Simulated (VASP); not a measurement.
Set up this calculation in VASP 6.6.1, as the native input.

* Task: electric field gradients
* Functional: LDA
* Potentials or basis: VASP PAW LDA potentials, release 64 (Ta_pv, N)
* Cutoff: 520 eV
* k mesh: 12 × 12 × 10
* Occupations: fermi-dirac, width 0.02 eV
* Spin: no spin polarisation
* Dipole correction: no
* Further INCAR settings: ALGO = Normal; EDIFF = 1e-08; NBANDS = 15

The structure of TaN lies in POSCAR:

```
TaN
1.0
    2.9956213083      0.0000000000      0.0000000000
   -1.4978106541      2.5942841531      0.0000000000
    0.0000000000      0.0000000000      2.9395437670
Ta N
1 1
Direct
    0.3333333333      0.6666666667      0.5000000000
    0.0000000000      0.0000000000      0.0000000000
```

This cell differs from its parent crystal: volume scaled by 1.06.

The input as run:

INCAR

```
SYSTEM = TaN
ALGO     = Normal         ! electronic algorithm
EDIFF    = 1E-8           ! SCF threshold, eV
ENCUT    = 520            ! plane-wave cutoff, eV
ISIF     = 2              ! what is computed and relaxed
ISMEAR   = -1             ! smearing method
LASPH    = .True.         ! aspherical terms in the spheres
LCHARG   = .False.        ! write CHGCAR
LEFG     = .True.       
LREAL    = .False.        ! projectors in reciprocal space
LWAVE    = .False.        ! write WAVECAR
NBANDS   = 15             ! bands
NELM     = 80             ! most SCF steps
PREC     = Accurate       ! precision mode
SIGMA    = 0.02           ! smearing width, eV
```

KPOINTS

```
k-points
0
Gamma
  12 12 10
  0 0 0
```

Potentials or basis: VASP PAW LDA potentials, release 64 (Ta_pv, N).

Run with:

```sh
$ cat potpaw_LDA.64/Ta_pv/POTCAR potpaw_LDA.64/N/POTCAR > POTCAR
$ mpirun -np 1 vasp_std > vasp.out
```

It gave:

```json
{
  "Pressure": "-27.1 GPa",
  "Band gap on the k mesh": "zero (band 8 reaches 7.85 eV, above the bottom of band 9 at 7.39 eV)"
}
```

Caveat: without QUAD_EFG the Cq values of the log hold for a quadrupole moment of 1 mb, not for the nuclei; spin-orbit coupling is left out, which moves the levels of the heavy elements.

Run time: 30 s on 1 thread of Intel(R) Xeon(R) Platinum 8488C (Sapphire Rapids), on a shared host, peak memory 0.15 GiB.
